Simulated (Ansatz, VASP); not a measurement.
Two plane-wave programs on Ir

```xyz
1
Lattice="0.0000 1.9059 1.9059 1.9059 0.0000 1.9059 1.9059 1.9059 0.0000" Properties=species:S:1:pos:R:3 pbc="T T T"
Ir    0.0000    0.0000    0.0000
```

Alike in both runs: functional LDA; k mesh 24 × 24 × 24; occupations fermi-dirac, width 0.1 eV; no spin polarisation.

Ansatz relaxed the structure, and its values are those at the end. VASP's run is a single point on that final structure, the one shown.

|  | VASP | Ansatz |
| --- | --- | --- |
| version | VASP 6.6.1 | Ansatz 0.2.0 |
| potentials or method | VASP PAW LDA potentials, release 64 (Ir) | PAW with Ansatz's default frozen-core files, scalar-relativistic |
| plane-wave cutoff (eV) | 520 | 420 |
| valence electrons in the cell | 9 | 17 |

VASP gave:

- pressure (GPa): 2.6

What did Ansatz give for the same quantities?

Pressure (GPa): 0.0.

LDA's correlation is that of Perdew and Zunger in VASP and of Perdew and Wang (1992) in Ansatz. VASP's potentials hold 9 valence electrons a cell and Ansatz's 17, so a difference there can come from the potentials and not from the codes.

Neither program's run includes spin-orbit coupling.
